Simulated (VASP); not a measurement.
# ZnO (P6_3mc) in VASP: settings compared, part 2 of 2

VASP 6.6.1.

## Step 4: Single point, PBE0

This run uses another cell than the first one, of 11.90 Å³/atom.

POSCAR

```
ZnO
1.0
    3.2493080000      0.0000000000      0.0000000000
   -1.6246540000      2.8139832727      0.0000000000
    0.0000000000      0.0000000000      5.2057090000
Zn O
2 2
Direct
    0.6666666667      0.3333333333      0.0000000000
    0.3333333333      0.6666666667      0.5000000000
    0.3333333333      0.6666666667      0.8790100000
    0.6666666667      0.3333333333      0.3790100000
```

INCAR.step1

```
SYSTEM = ZnO
  PREC = Accurate
  ENCUT = 520
  EDIFF = 1E-5
  ISMEAR = -1
  SIGMA = 0.05
  LREAL = .FALSE.
  LASPH = .TRUE.
  NELM = 60
  ALGO = Normal
  ISIF = 2
  LWAVE = .TRUE.
  LCHARG = .FALSE.
  GGA = PE
  NBANDS = 26
```

INCAR.step2

```
SYSTEM = ZnO
  PREC = Accurate
  ENCUT = 520
  EDIFF = 1E-6
  ISMEAR = -1
  SIGMA = 0.05
  LREAL = .FALSE.
  LASPH = .TRUE.
  NELM = 60
  ALGO = Normal
  ISIF = 2
  LWAVE = .FALSE.
  LCHARG = .FALSE.
  GGA = PE
  LHFCALC = .TRUE.
  AEXX = 0.25
  PRECFOCK = Normal
  ISTART = 1
  NBANDS = 26
```

KPOINTS

```
Automatic mesh
0
G
  5 5 3
  0 0 0
```

Potentials or basis: VASP PAW PBE potentials, release 64 (Zn, O).

Command:

```console
$ cat potpaw_PBE.64/Zn/POTCAR potpaw_PBE.64/O/POTCAR > POTCAR
$ cp INCAR.step1 INCAR
$ mpirun -np 1 vasp_std > vasp.out
$ cp INCAR.step2 INCAR
$ mpirun -np 1 vasp_std > vasp.out
```

OUTCAR:

```text
SYSTEM = ZnO
   PREC = Accurate
   ENCUT = 520
   EDIFF = 1E-6
   ISMEAR = -1
   LREAL = .FALSE.
   LASPH = .TRUE.
   NELM = 60
   ISIF = 2
   GGA = PE
   LHFCALC = .TRUE.
   AEXX = 0.25
   PRECFOCK = Normal
   ISTART = 1

 ion  position               nearest neighbor table
   1  0.667  0.333  0.000-   4 1.97   3 1.98   3 1.98   3 1.98
   2  0.333  0.667  0.500-   3 1.97   4 1.98   4 1.98   4 1.98
   3  0.333  0.667  0.879-   2 1.97   1 1.98   1 1.98   1 1.98
   4  0.667  0.333  0.379-   1 1.97   2 1.98   2 1.98   2 1.98

  LATTYP: Found a hexagonal cell.
 ALAT       =     3.2493080000
 C/A-ratio  =     1.6020977390

  Lattice vectors:

 A1 = (   3.2493080000,   0.0000000000,   0.0000000000)
 A2 = (  -1.6246540000,   2.8139832727,   0.0000000000)
 A3 = (   0.0000000000,   0.0000000000,   5.2057090000)

Analysis of symmetry for initial positions (statically):
=====================================================================
 Subroutine PRICEL returns:
 Original cell was already a primitive cell.

 Routine SETGRP: Setting up the symmetry group for a
 hexagonal supercell.

 Subroutine GETGRP returns: Found 12 space group operations
 (whereof  6 operations were pure point group operations)
 out of a pool of 24 trial point group operations.

The static configuration has the point symmetry C_3v.
 The point group associated with its full space group is C_6v.

Analysis of symmetry for dynamics (positions and initial velocities):
=====================================================================
 Subroutine PRICEL returns:
 Original cell was already a primitive cell.

 Routine SETGRP: Setting up the symmetry group for a
 hexagonal supercell.

 Subroutine GETGRP returns: Found 12 space group operations
 (whereof  6 operations were pure point group operations)
 out of a pool of 24 trial point group operations.

The dynamic configuration has the point symmetry C_3v.
 The point group associated with its full space group is C_6v.

 Subroutine INISYM returns: Found 12 space group operations
 (whereof  6 operations are pure point group operations),
 and found     1 'primitive' translations

----------------------------------------------------------------------------------------

                                     Primitive cell

  volume of cell :      47.5984

  direct lattice vectors                    reciprocal lattice vectors
     3.249308000  0.000000000  0.000000000     0.307757836  0.177684070  0.000000000
    -1.624654000  2.813983273  0.000000000     0.000000000  0.355368139  0.000000000
     0.000000000  0.000000000  5.205709000     0.000000000  0.000000000  0.192096792

  length of vectors
     3.249308000  3.249308000  5.205709000     0.355368139  0.355368139  0.192096792

  position of ions in fractional coordinates (direct lattice)
     0.666666667  0.333333333  0.000000000
     0.333333333  0.666666667  0.500000000
     0.333333333  0.666666667  0.879010000
     0.666666667  0.333333333  0.379010000

  ion indices of the primitive-cell ions
   primitive index   ion index
                 1           1
                 2           2
                 3           3
[... 34 lines left out ...]
  0.400000  0.200000  0.000000      6.000000
  0.000000  0.000000  0.333333      2.000000
  0.200000 -0.000000  0.333333     12.000000
  0.400000 -0.000000  0.333333     12.000000
  0.200000  0.200000  0.333333     12.000000
  0.400000  0.200000  0.333333     12.000000
   k-points           NKPTS =     10   k-points in BZ     NKDIM =     75   number of bands    NBANDS=     26
   number of dos      NEDOS =    301   number of ions     NIONS =      4
   total plane-waves  NPLWV =  23040
   dimension x,y,z NGX =    24 NGY =   24 NGZ =   40
   dimension x,y,z NGXF=    48 NGYF=   48 NGZF=   80
   ions per type =               2   2
   NGX,Y,Z   is equivalent  to a cutoff of  12.28, 12.28, 12.77 a.u.
   NGXF,Y,Z  is equivalent  to a cutoff of  24.56, 24.56, 25.55 a.u.
 SYSTEM =  ZnO
   PREC   = accura    normal or accurate (medium, high low for compatibility)
   ISTART =      1    job   : 0-new  1-cont  2-samecut
   ICHARG =      0    charge: 1-file 2-atom 10-const
   ISPIN  =      1    spin polarized calculation?
   LNONCOLLINEAR =      F non collinear calculations
   LSORBIT =      F    spin-orbit coupling
   LASPH  =      T    aspherical Exc in radial PAW
   ENCUT  =  520.0 eV  38.22 Ry    6.18 a.u.   6.04  6.04  9.68*2*pi/ulx,y,z
   NELM   =     60;   NELMIN=  2; NELMDL=  0     # of ELM steps
   EDIFF  = 0.1E-05   stopping-criterion for ELM
   LREAL  =      F    real-space projection
   EDIFFG = 0.1E-04   stopping-criterion for IOM
   NSW    =      0    number of steps for IOM
   IBRION =     -1    ionic relax: 0-MD 1-quasi-New 2-CG
   NFREE  =      0    steps in history (QN), initial steepest desc. (CG)
   ISIF   =      2    stress and relaxation
   ISYM   =      3    0-nonsym 1-usesym 2-fastsym
   POTIM  = 0.5000    time-step for ionic-motion
   TEBEG  =    0.0;   TEEND  =   0.0 temperature during run
   PSTRESS=    0.0 pullay stress
   NELECT =      36.0000    total number of electrons
   NUPDOWN=      -1.0000    fix difference up-down
   EMIN   =  10.00;   EMAX   =-10.00  energy-range for DOS
   EFERMI =   0.00;   METHOD = LEGACY
   ISMEAR =    -1;   SIGMA  =   0.05  broadening in eV -4-tet -1-fermi 0-gaus
   EFERMI_NEDOS =   21; number of points for ismear=-14 and -15
   IALGO  =     38    algorithm
   IMIX   =      1    mixing-type and parameters
     AMIX     =   0.40;   BMIX     =  1.00
     AMIX_MAG =   1.60;   BMIX_MAG =  1.00
  volume/ion in A,a.u.               =      11.90        80.30
  Fermi-wavevector in a.u.,A,eV,Ry     =   1.491574  2.818667 30.270160  2.224794
  Thomas-Fermi vector in A             =   2.604212
   LORBIT       =      0    0 simple, 1 ext, 2 COOP (PROOUT), +10 PAW based schemes
   GGA     = PE    functional components
   LHFCALC =     T    Hartree Fock is set to
   PRECFOCK=normal    Normal, Fast or Accurate (Low or Medium for compatibility)
   ENCUT4O =  -1.0   cutoff for four orbital integrals eV
   NKREDX  =     1    reduce k-point grid by
   NKREDY  =     1    reduce k-point grid by
   NKREDZ  =     1    reduce k-point grid by
   AEXX    =    0.2500 exact exchange contribution
   HFSCREEN=    0.0000 screening length (either q_TF or 0.3 A-1)
   HFSCREENC=   0.0000 screening length for correlation (either q_TF or 0.3 A-1)
   ENCUTFOCK=  -1.0 apply spherical cutoff to Coloumb kernel
   IVDW    =     0    specifies the selected vdW correction
   LEPSILON=     F    determine dielectric tensor
   LRPA    =     F    only Hartree local field effects (RPA)
 non-spin polarized calculation
  energy-cutoff  :      520.00
  volume of cell :       47.60
 maximum number of plane-waves:      1289
  NGX = 20; NGY = 20; NGZ = 30

 number of electron      36.0000017 magnetization

 Free energy of the ion-electron system (eV)
  ---------------------------------------------------
  ext. energy  EPLUGINS =         0.00000000
  ---------------------------------------------------
  free energy    TOTEN  =       -23.89088968 eV

  energy without entropy =      -23.89088968  energy(sigma->0) =      -23.89088968

 E-fermi :   0.6659     XC(G=0):  -8.5351

 val. band max:       -0.4628251607   @ k =   0.0000   0.0000   0.0000
 cond. band min:       2.7459612662   @ k =   0.0000   0.0000   0.0000
 fundamental gap:      3.2087864269
 Fermi energy:         0.6659204990

 k-point     1 :       0.0000    0.0000    0.0000
  band No.  band energies     occupation
      1     -19.9714      2.00000
      2     -19.2133      2.00000
      3      -7.1121      2.00000
      4      -7.1121      2.00000
      5      -7.0833      2.00000
      6      -6.9124      2.00000
[... 279 lines left out ...]
     25      16.1574      0.00000
     26      17.1597      0.00000

------------------------ aborting loop because EDIFF is reached ----------------------------------------

  FORCE on cell =-STRESS in cart. coord.  units (eV):
  Direction    XX          YY          ZZ          XY          YZ          ZX
  --------------------------------------------------------------------------------------
  -------------------------------------------------------------------------------------
  Total        0.2786763      0.2786763      0.6995397      0.0000000      0.0000000      0.0000000
  in kB        9.3803336      9.3803336     23.5467339      0.0000000      0.0000000      0.0000000
  external PRESSURE =      14.1024670 kB  Pullay stress =       0.0000000 kB

 VOLUME and BASIS-vectors are now :
 -----------------------------------------------------------------------------
  energy-cutoff  :      520.00
  volume of cell :       47.60
      direct lattice vectors                 reciprocal lattice vectors
     3.249308000  0.000000000  0.000000000     0.307757836  0.177684070  0.000000000
    -1.624654000  2.813983273  0.000000000     0.000000000  0.355368139  0.000000000
     0.000000000  0.000000000  5.205709000     0.000000000  0.000000000  0.192096792

 POSITION                                       TOTAL-FORCE (eV/Angst)
 -----------------------------------------------------------------------------------
      1.62465      0.93799      0.00000        -0.000000      0.000000     -0.081981
     -0.00000      1.87599      2.60285         0.000000     -0.000000     -0.081981
     -0.00000      1.87599      4.57587         0.000000     -0.000000      0.081981
      1.62465      0.93799      1.97302        -0.000000      0.000000      0.081981
 -----------------------------------------------------------------------------------
    total drift:                               -0.000000     -0.000000     -0.000309

  FREE ENERGIE OF THE ION-ELECTRON SYSTEM (eV)
  ---------------------------------------------------
  free  energy   TOTEN  =       -23.8908896826 eV

  energy  without entropy=      -23.8908896826  energy(sigma->0) =      -23.89088968
```

Wall time 1.6 h (1 thread of Intel Xeon 8259CL, shared host); peak memory 0.15 GiB.

Results:

```
Free energy            : -23.8909 eV
Pressure               : 1.4 GPa
Largest force          : 0.082 eV/Å
Band gap on the k mesh : 3.21 eV
```

Forces in eV/Å, atoms in the order of the input:
```
Zn   0.000  0.000 -0.082
Zn   0.000  0.000 -0.082
O    0.000  0.000  0.082
O    0.000  0.000  0.082
```

Stress tensor (GPa, compression positive):
```
0.94 0.00 0.00
0.00 0.94 0.00
0.00 0.00 2.35
```

Caveat: the k points lie up to 0.45 Å⁻¹ apart; the PAW data sets were made with another functional, which shifts forces and pressure a little.

## Step 5: Single point, PBEsol

This run uses another cell than the first one, of 11.62 Å³/atom.

INCAR

```
ALGO = Normal
EDIFF = 1E-6
ENCUT = 1340
GGA = PS
GGA_COMPAT = False
ISIF = 2
ISMEAR = -1
LASPH = True
LCHARG = False
LREAL = False
LWAVE = False
NBANDS = 26
NELM = 120
PREC = Accurate
SIGMA = 0.05
```

KPOINTS

```
k-points
0
Gamma
  9 9 5
```

POSCAR

```
ZnO
1.0
    3.2156175861      0.0000000000      0.0000000000
   -1.6078087930      2.7848065184      0.0000000000
    0.0000000000      0.0000000000      5.1910795746
Zn O
2 2
Direct
    0.6666666667      0.3333333333      0.0000489459
    0.3333333333      0.6666666667      0.5000489459
    0.3333333333      0.6666666667      0.8789610541
    0.6666666667      0.3333333333      0.3789610541
```

Potentials or basis: VASP PAW PBE potentials, release 64 (Zn, O_h).

Command:

```console
$ cat potpaw_PBE.64/Zn/POTCAR potpaw_PBE.64/O_h/POTCAR > POTCAR
$ mpirun -np 1 vasp_std > vasp.out
```

Run time: 69 s. Hardware: 1 thread of Intel Xeon 6975P-C (Granite Rapids), shared host; peak memory 0.4 GiB.

The run converged. Its results:

```
Free energy            : -19.4151 eV
Pressure               : 2.9 GPa
Band gap on the k mesh : 0.71 eV
```

Levels at points of the mesh, in eV from the valence-band top:
| k point | band 15 | band 16 | band 17 | band 18 | band 19 | band 20 | band 21 | band 22 |
| --- | --- | --- | --- | --- | --- | --- | --- | --- |
| (0.00, 0.00, 0.00) | -0.83 | -0.10 | 0.00 | 0.00 | 0.71 | 5.21 | 8.15 | 12.90 |

Caveat: semilocal functionals underestimate gaps, and a narrow one can read as zero; the PAW data sets were made with another functional, which shifts forces and pressure a little. As with any semilocal functional, this PBEsol gap is likely too small.

## Step 6: Summary

| level | potentials or basis | cell | k mesh | cutoff (eV) | grid for exact exchange (PRECFOCK) | share of exact exchange | gap on the mesh (eV) | pressure (GPa) | largest force (eV/Å) |
| --- | --- | --- | --- | --- | --- | --- | --- | --- | --- |
| revPBE+D3(BJ) | VASP PAW PBE potentials, release 64 (Zn, O_h) | a = 3.257, b = 3.257, c = 5.262 Å, angles 90.0, 90.0, 120.0°, 4 atoms, atomic positions A | 7 × 7 × 4 | 1340 | - | - | 0.82 | 0.9 | - |
| BLYP | VASP PAW PBE potentials, release 64 (Zn, O_h) | a = 3.249, b = 3.249, c = 5.206 Å, angles 90.0, 90.0, 120.0°, 4 atoms, atomic positions B | 9 × 9 × 5 | 1340 | - | - | 0.97 | 10.3 | 0.07 |
| PBE0 | VASP PAW PBE potentials, release 64 (Zn, O) | a = 3.249, b = 3.249, c = 5.206 Å, angles 90.0, 90.0, 120.0°, 4 atoms, atomic positions B | 5 × 5 × 3 | 520 | Normal | 0.25 | 3.21 | 1.4 | 0.08 |
| PBEsol | VASP PAW PBE potentials, release 64 (Zn, O_h) | a = 3.216, b = 3.216, c = 5.191 Å, angles 90.0, 90.0, 120.0°, 4 atoms, atomic positions B | 9 × 9 × 5 | 1340 | - | - | 0.71 | 2.9 | - |

Alike in all rows: task single point; no spin polarisation; smearing fermi-dirac 0.05 eV.

Caveats: some runs use coarse meshes; the PAW data sets were made with another functional, which shifts forces and pressure a little; the cell stands under pressure (at least some runs); semilocal functionals underestimate gaps, and a narrow one can read as zero (at least some runs).

Total energies depend on the potentials used, so only differences within one code and one set of settings carry meaning.

## Step 7: How close it comes

Step 2. A measured gap of ZnO is 3.37 eV (quoted in “Electronic structure of alkaline earth and post-transition metal oxides”, 2009, arxiv:0908.1581); the calculated 0.82 eV misses it by -2.55 eV. So large a miss can be the level of theory's own, or it may mean another phase, state or a wrong row. The value is that of revPBE+D3(BJ), without temperature or zero-point motion. Semilocal functionals fall short of measured gaps as a rule.
